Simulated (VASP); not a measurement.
Here is a VASP 6.6.1 calculation.

POSCAR

```
Te
1.0
    4.4693605305      0.0000000000      0.0000000000
   -2.2346802653      3.8705797581      0.0000000000
    0.0000000000      0.0000000000      5.9266289346
Te
3
Direct
    0.2647614219      0.0000000000      0.3333333333
    0.0000000000      0.2647614219      0.6666666667
    0.7352385781      0.7352385781      0.0000000000
```

INCAR.step1

```
SYSTEM = Te
PREC     = Accurate       ! precision mode
ENCUT    = 550            ! plane-wave cutoff, eV
ISMEAR   = 0              ! smearing method
SIGMA    = 0.02           ! smearing width, eV
LREAL    = .FALSE.        ! projectors in reciprocal space
LASPH    = .TRUE.         ! aspherical terms in the spheres
NELM     = 120            ! most SCF steps
NBANDS   = 16             ! bands
GGA      = PE             ! functional
ALGO     = Normal         ! electronic algorithm
EDIFF    = 1E-5           ! SCF threshold, eV
LWAVE    = .TRUE.         ! write WAVECAR
LCHARG   = .FALSE.        ! write CHGCAR
GGA_COMPAT= .FALSE.
```

Contents of INCAR.step2:

```
SYSTEM = Te
PREC     = Accurate       ! precision mode
ENCUT    = 550            ! plane-wave cutoff, eV
EDIFF    = 1E-6           ! SCF threshold, eV
ISMEAR   = 0              ! smearing method
SIGMA    = 0.02           ! smearing width, eV
LREAL    = .FALSE.        ! projectors in reciprocal space
LASPH    = .TRUE.         ! aspherical terms in the spheres
NELM     = 120            ! most SCF steps
ALGO     = Normal         ! electronic algorithm
ISIF     = 2              ! what is computed and relaxed
LWAVE    = .FALSE.        ! write WAVECAR
LCHARG   = .FALSE.        ! write CHGCAR
METAGGA  = R2SCAN         ! meta-GGA
LMIXTAU  = .TRUE.       
NBANDS   = 16             ! bands
ISTART   = 1            
GGA_COMPAT= .FALSE.
```

Contents of KPOINTS:

```
Automatic mesh
0
G
  12 12 6
  0 0 0
```

Potentials or basis: VASP PAW PBE potentials, release 64 (Te).

Command:

```bash
$ cat potpaw_PBE.64/Te/POTCAR > POTCAR
$ cp INCAR.step1 INCAR
$ mpirun -np 1 vasp_std > vasp.out
$ cp INCAR.step2 INCAR
$ mpirun -np 1 vasp_std > vasp.out
```

(1) Predict the band gap on the k mesh.

(2) Predict the largest force.

(3) Estimate the pressure.

## Answers

(1) 0.35 eV.

(2) 0.021 eV/Å.

(3) 1.1 GPa.

Caveat: the PAW data sets were made with another functional, which shifts forces and pressure a little; spin-orbit coupling is left out, which moves the levels of the heavy elements.
